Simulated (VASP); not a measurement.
# C (I4_1/amd) in VASP: single point with PBE

Aim: the single point of C with PBE.

Program: VASP 6.6.1. These are calculated values, not measurements. Logs are shortened: lines on timing, memory, paths and dates and some standing lists are left out, and cuts for length are marked.

## (1) The cell of the first run

The structure is tetragonal, space group I4_1/amd (No. 141). Conventional cell: a = 2.598 Å, b = 2.598 Å, c = 3.460 Å, α = 90.00°, β = 90.00°, γ = 90.00°. C (site symmetry -4m2) has 4 C at 1.56 Å within 2.1 Å.

## (2) Single point, PBE (strain +0.030 along x and y, -0.030 along z)

File INCAR:

```
PREC = Accurate
ENCUT = 520
EDIFF = 1E-7
ISMEAR = 0
SIGMA = 0.05
LREAL = False
LASPH = True
NELM = 60
ALGO = Normal
ISIF = 2
LWAVE = False
LCHARG = False
GGA = PE
NBANDS = 11
```

File KPOINTS:

```
regular mesh
0
Gamma
  12 12 12
```

File POSCAR:

```
C
1.0
    0.0000000000      1.8369020000      1.7298980000
    1.8369020000      0.0000000000      1.7298980000
    1.8369020000      1.8369020000      0.0000000000
C
2
Direct
    0.5000000000      0.5000000000      0.5000000000
    0.7500000000      0.7500000000      0.7500000000
```

Potentials or basis: VASP PAW PBE potentials, release 64 (C).

Launch:

```
> cat potpaw_PBE.64/C/POTCAR > POTCAR
> mpirun -np 1 vasp_std > vasp.out
```

OUTCAR:

```text
PREC = Accurate
   ENCUT = 520
   EDIFF = 1E-7
   ISMEAR = 0
   LREAL = False
   LASPH = True
   NELM = 60
   ISIF = 2
   GGA = PE

 ion  position               nearest neighbor table
   1  0.500  0.500  0.500-   2 1.56   2 1.56   2 1.56   2 1.56
   2  0.750  0.750  0.750-   1 1.56   1 1.56   1 1.56   1 1.56

  LATTYP: Found a body centered tetragonal cell.
 ALAT       =     2.5977717212
 C/A-ratio  =     1.3318321898

  Lattice vectors:

 A1 = (   0.0000000000,  -1.8369020000,  -1.7298980000)
 A2 = (   0.0000000000,   1.8369020000,  -1.7298980000)
 A3 = (   1.8369020000,   0.0000000000,   1.7298980000)

Analysis of symmetry for initial positions (statically):
=====================================================================
 Subroutine PRICEL returns:
 Original cell was already a primitive cell.

 Routine SETGRP: Setting up the symmetry group for a
 body centered tetragonal supercell.

 Subroutine GETGRP returns: Found 16 space group operations
 (whereof  8 operations were pure point group operations)
 out of a pool of 16 trial point group operations.

The static configuration has the point symmetry D_2d.
 The point group associated with its full space group is D_4h.

Analysis of symmetry for dynamics (positions and initial velocities):
=====================================================================
 Subroutine PRICEL returns:
 Original cell was already a primitive cell.

 Routine SETGRP: Setting up the symmetry group for a
 body centered tetragonal supercell.

 Subroutine GETGRP returns: Found 16 space group operations
 (whereof  8 operations were pure point group operations)
 out of a pool of 16 trial point group operations.

The dynamic configuration has the point symmetry D_2d.
 The point group associated with its full space group is D_4h.

 Subroutine INISYM returns: Found 16 space group operations
 (whereof  8 operations are pure point group operations),
 and found     1 'primitive' translations

----------------------------------------------------------------------------------------

                                     Primitive cell

  volume of cell :      11.6741

  direct lattice vectors                    reciprocal lattice vectors
     0.000000000  1.836902000  1.729898000    -0.272197428  0.272197428  0.289034382
     1.836902000  0.000000000  1.729898000     0.272197428 -0.272197428  0.289034382
     1.836902000  1.836902000  0.000000000     0.272197428  0.272197428 -0.289034382

  length of vectors
     2.523243161  2.523243161  2.597771721     0.481376935  0.481376935  0.481376935

  position of ions in fractional coordinates (direct lattice)
     0.500000000  0.500000000  0.500000000
     0.750000000  0.750000000  0.750000000

  ion indices of the primitive-cell ions
   primitive index   ion index
                 1           1
                 2           2

----------------------------------------------------------------------------------------

 KPOINTS: regular mesh

Automatic generation of k-mesh.
 Grid dimensions read from file:
 generate k-points for:   12   12   12

 Generating k-lattice:

  Cartesian coordinates                     Fractional coordinates (reciprocal lattice)
    -0.022683119  0.022683119  0.024086199     0.083333333  0.000000000  0.000000000
     0.022683119 -0.022683119  0.024086199     0.000000000  0.083333333  0.000000000
     0.022683119  0.022683119 -0.024086199    -0.000000000 -0.000000000  0.083333333

  Length of vectors
     0.040114745  0.040114745  0.040114745

  Shift w.r.t. Gamma in fractional coordinates (k-lattice)
     0.000000000  0.000000000  0.000000000

 Subroutine IBZKPT returns following result:
 ===========================================

 Found    163 irreducible k-points:

 Following reciprocal coordinates:
            Coordinates               Weight
  0.000000  0.000000  0.000000      1.000000
  0.083333  0.000000  0.000000      8.000000
  0.166667  0.000000  0.000000      8.000000
  0.250000  0.000000  0.000000      8.000000
  0.333333  0.000000  0.000000      8.000000
  0.416667  0.000000  0.000000      8.000000
[... 16 lines left out ...]
  0.500000  0.166667  0.000000      8.000000
 -0.416667  0.166667  0.000000      8.000000
 [... further k-points ...]
   k-points           NKPTS =    163   k-points in BZ     NKDIM =    163   number of bands    NBANDS=     11
   number of dos      NEDOS =    301   number of ions     NIONS =      2
   total plane-waves  NPLWV =   8000
   dimension x,y,z NGX =    20 NGY =   20 NGZ =   20
   dimension x,y,z NGXF=    40 NGYF=   40 NGZF=   40
   ions per type =               2
   NGX,Y,Z   is equivalent  to a cutoff of  13.18, 13.18, 12.80 a.u.
   NGXF,Y,Z  is equivalent  to a cutoff of  26.35, 26.35, 25.60 a.u.
 SYSTEM =  unknown system
   PREC   = accura    normal or accurate (medium, high low for compatibility)
   ISTART =      0    job   : 0-new  1-cont  2-samecut
   ICHARG =      2    charge: 1-file 2-atom 10-const
   ISPIN  =      1    spin polarized calculation?
   LNONCOLLINEAR =      F non collinear calculations
   LSORBIT =      F    spin-orbit coupling
   LASPH  =      T    aspherical Exc in radial PAW
   ENCUT  =  520.0 eV  38.22 Ry    6.18 a.u.   4.69  4.69  4.83*2*pi/ulx,y,z
   NELM   =     60;   NELMIN=  2; NELMDL= -5     # of ELM steps
   EDIFF  = 0.1E-06   stopping-criterion for ELM
   LREAL  =      F    real-space projection
   EDIFFG = 0.1E-05   stopping-criterion for IOM
   NSW    =      0    number of steps for IOM
   IBRION =     -1    ionic relax: 0-MD 1-quasi-New 2-CG
   NFREE  =      0    steps in history (QN), initial steepest desc. (CG)
   ISIF   =      2    stress and relaxation
   ISYM   =      2    0-nonsym 1-usesym 2-fastsym
   POTIM  = 0.5000    time-step for ionic-motion
   TEBEG  =    0.0;   TEEND  =   0.0 temperature during run
   PSTRESS=    0.0 pullay stress
   NELECT =       8.0000    total number of electrons
   NUPDOWN=      -1.0000    fix difference up-down
   EMIN   =  10.00;   EMAX   =-10.00  energy-range for DOS
   EFERMI =   0.00;   METHOD = LEGACY
   ISMEAR =     0;   SIGMA  =   0.05  broadening in eV -4-tet -1-fermi 0-gaus
   EFERMI_NEDOS =   21; number of points for ismear=-14 and -15
   IALGO  =     38    algorithm
   IMIX   =      4    mixing-type and parameters
     AMIX     =   0.40;   BMIX     =  1.00
     AMIX_MAG =   1.60;   BMIX_MAG =  1.00
  volume/ion in A,a.u.               =       5.84        39.39
  Fermi-wavevector in a.u.,A,eV,Ry     =   1.443325  2.727488 28.343464  2.083186
  Thomas-Fermi vector in A             =   2.561745
   LORBIT       =      0    0 simple, 1 ext, 2 COOP (PROOUT), +10 PAW based schemes
   GGA     = PE    functional components
   LHFCALC =     F    Hartree Fock is set to
   AEXX    =    0.0000 exact exchange contribution
   IVDW    =     0    specifies the selected vdW correction
   LEPSILON=     F    determine dielectric tensor
   LRPA    =     F    only Hartree local field effects (RPA)
 non-spin polarized calculation
 Gauss-broadening in eV      SIGMA  =   0.05
  energy-cutoff  :      520.00
  volume of cell :       11.67
 maximum number of plane-waves:       323
   NGX =  9   NGY =  9   NGZ =  9

 number of electron       8.0000001 magnetization

 Free energy of the ion-electron system (eV)
  ---------------------------------------------------
  ext. energy  EPLUGINS =         0.00000000
  ---------------------------------------------------
  free energy    TOTEN  =       -18.10246745 eV

  energy without entropy =      -18.10246745  energy(sigma->0) =      -18.10246745

 E-fermi :  10.1537     XC(G=0): -13.1125

 val. band max:        9.8769823978   @ k =   0.0000   0.0000   0.0000
 cond. band min:      12.5138782750   @ k =   0.3333   0.3333   0.0000
 fundamental gap:      2.6368958772
 Fermi energy:        10.1537219506

 k-point     1 :       0.0000    0.0000    0.0000
  band No.  band energies     occupation
      1     -11.7707      2.00000
      2       9.0474      2.00000
      3       9.0474      2.00000
      4       9.8770      2.00000
      5      14.3802      0.00000
      6      15.1130      0.00000
      7      15.1130      0.00000
      8      21.9508      0.00000
      9      28.2909      0.00000
     10      34.0452      0.00000
     11      35.5333      0.00000

 k-point     2 :       0.0833    0.0000    0.0000
  band No.  band energies     occupation
      1     -11.5817      2.00000
      2       8.0444      2.00000
      3       8.7222      2.00000
      4       9.3929      2.00000
      5      14.8005      0.00000
      6      15.5009      0.00000
      7      15.7771      0.00000
      8      22.1397      0.00000
      9      28.6074      0.00000
     10      32.3796      0.00000
     11      33.6465      0.00000

 k-point     3 :       0.1667    0.0000    0.0000
  band No.  band energies     occupation
      1     -11.0172      2.00000
      2       5.6428      2.00000
      3       8.0006      2.00000
      4       8.6885      2.00000
      5      15.6165      0.00000
      6      16.3225      0.00000
      7      16.8843      0.00000
      8      22.6919      0.00000
      9      29.2425      0.00000
     10      31.1228      0.00000
     11      32.1708      0.00000

 k-point     4 :       0.2500    0.0000    0.0000
  band No.  band energies     occupation
      1     -10.0860      2.00000
      2       2.8806      2.00000
      3       7.2398      2.00000
      4       8.0282      2.00000
      5      16.2966      0.00000
      6      17.0282      0.00000
      7      17.7926      0.00000
      8      23.4778      0.00000
      9      29.5425      0.00000
     10      31.0571      0.00000
     11      31.8714      0.00000
[... 239 lines left out ...]
 k-point    22 :       0.4167    0.1667    0.0000
  band No.  band energies     occupation
      1      -7.4908      2.00000
      2      -0.4360      2.00000
      3       4.9090      2.00000
      4       5.7449      2.00000
      5      15.1478      0.00000
      6      19.9691      0.00000
      7      20.3666      0.00000
      8      21.2829      0.00000
      9      30.4953      0.00000
     10      31.9495      0.00000
     11      36.2839      0.00000

 k-point    23 :       0.5000    0.1667    0.0000
  band No.  band energies     occupation
      1      -5.9687      2.00000
      2      -2.5670      2.00000
      3       4.9528      2.00000
      4       5.0705      2.00000
      5      15.5459      0.00000
      6      19.6989      0.00000
      7      20.6453      0.00000
      8      22.6292      0.00000
      9      29.4472      0.00000
     10      32.9493      0.00000
     11      35.5519      0.00000

 k-point    24 :      -0.4167    0.1667    0.0000
  band No.  band energies     occupation
      1      -5.8227      2.00000
      2      -2.7522      2.00000
      3       4.5735      2.00000
      4       5.2961      2.00000
      5      15.8995      0.00000
      6      19.2875      0.00000
      7      20.7005      0.00000
      8      24.0888      0.00000
      9      28.2976      0.00000
     10      33.1630      0.00000
     11      33.3575      0.00000

 [... further k-points ...]
[... 5 lines left out ...]
  --------------------------------------------------------------------------------------
  -------------------------------------------------------------------------------------
  Total       -1.9269342     -1.9269342      1.7700612      0.0000000      0.0000000      0.0000000
  in kB     -264.4569626   -264.4569626    242.9273474      0.0000000      0.0000000      0.0000000
  external PRESSURE =     -95.3288593 kB  Pullay stress =       0.0000000 kB

 VOLUME and BASIS-vectors are now :
 -----------------------------------------------------------------------------
  energy-cutoff  :      520.00
  volume of cell :       11.67
      direct lattice vectors                 reciprocal lattice vectors
     0.000000000  1.836902000  1.729898000    -0.272197428  0.272197428  0.289034382
     1.836902000  0.000000000  1.729898000     0.272197428 -0.272197428  0.289034382
     1.836902000  1.836902000  0.000000000     0.272197428  0.272197428 -0.289034382

 POSITION                                       TOTAL-FORCE (eV/Angst)
 -----------------------------------------------------------------------------------
      1.83690      1.83690      1.72990        -0.000000     -0.000000     -0.000000
      2.75535      2.75535      2.59485         0.000000      0.000000      0.000000
 -----------------------------------------------------------------------------------
    total drift:                                0.000000     -0.000000      0.000000

  FREE ENERGIE OF THE ION-ELECTRON SYSTEM (eV)
  ---------------------------------------------------
  free  energy   TOTEN  =       -18.1024674501 eV

  energy  without entropy=      -18.1024674501  energy(sigma->0) =      -18.10246745
```

Wall time 11 s (1 thread of AMD EPYC 9R45 (Zen 5), shared host); peak memory 0.09 GiB.

What came out:

| Item | Value |
| --- | --- |
| Free energy | -18.1025 eV |
| Pressure | -9.5 GPa |
| Band gap on the k mesh | 2.64 eV, indirect (least direct gap 4.50 eV) |

Caveat: the cell differs from its parent crystal (strain +0.030 along x and y, -0.030 along z). A k mesh can miss the band edges.
